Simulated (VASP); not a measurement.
Al2Ge2F, 5 atoms in the cell. The typed cell holds 5 atoms: a = 3.948 Å, b = 3.948 Å, c = 6.318 Å, α = 90.00°, β = 90.00°, γ = 60.00°. 

| Quantity | Value |
| --- | --- |
| Program | VASP 6.6.1 |
| Task | single point |
| Functional | LDA |
| Potentials or basis | VASP PAW LDA potentials, release 64 (Ge_d, Al, F) |
| Cutoff | 520 eV |
| k mesh | 5 × 5 × 3 |
| Occupations | fermi-dirac, width 0.001 eV |
| Spin | no spin polarisation |
| Dipole correction | no |
| Further INCAR settings | ALGO = Normal; EDIFF = 1e-06; NBANDS = 28 |

Potentials or basis: VASP PAW LDA potentials, release 64 (Ge_d, Al, F).

Launch:

```sh
$ cat potpaw_LDA.64/Ge_d/POTCAR potpaw_LDA.64/Al/POTCAR potpaw_LDA.64/F/POTCAR > POTCAR
$ mpirun -np 1 vasp_std > vasp.out
```

Hardware: 1 thread of AMD EPYC 9R45 96-Core Processor (Zen 5), with other jobs on the host.

**Question.** Estimate the wall time of this run.

**Answer.** It took 30 s on 1 thread of AMD EPYC 9R45 96-Core Processor (Zen 5), on a shared host, peak memory 0.17 GiB. Counts: scf iterations 18, k points 24.
